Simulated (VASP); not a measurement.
The system is NbSi.

```xyz
2
Lattice="0.0000 2.5738 2.5738 2.5738 0.0000 2.5738 2.5738 2.5738 0.0000" Properties=species:S:1:pos:R:3 pbc="T T T"
Nb    0.0000    0.0000    0.0000
Si    2.5738    2.5738    2.5738
```

| Item | Value |
| --- | --- |
| Program | VASP 6.6.1 |
| Task | relaxation of cell and atoms |
| Functional | PBEsol |
| Potentials or basis | VASP PAW PBE potentials, release 64 (Nb_sv, Si) |
| Cutoff | 600 eV |
| k mesh | 9 × 9 × 9 |
| Occupations | fermi-dirac, width 0.05 eV |
| Spin | no spin polarisation |

At the start: pressure -4.5 GPa; volume 17.05 Å³/atom.

Problem. How do energy, volume and symmetry change on relaxing?

Solution. Over 3 steps the energy falls by 6.9 meV/atom and the volume is 16.57 Å³/atom (-2.8 %); space group Fm-3m (No. 225, to 0.05 Å).

The path:
```tsv
step	energy change (eV)	largest force (eV/Å)	pressure (GPa)	volume (Å³)
1	0.0000	0.0000	-4.46	34.10
2	0.0140	0.0000	7.01	31.81
3	-0.0137	0.0000	-0.08	33.14
```

Final structure:
```xyz
2
Lattice="0.0000 2.5493 2.5493 2.5493 0.0000 2.5493 2.5493 2.5493 0.0000" Properties=species:S:1:pos:R:3 pbc="T T T"
Nb    0.0000    0.0000    0.0000
Si    2.5493    2.5493    2.5493
```

Caveat: the PAW data sets were made with another functional, which shifts forces and pressure a little.
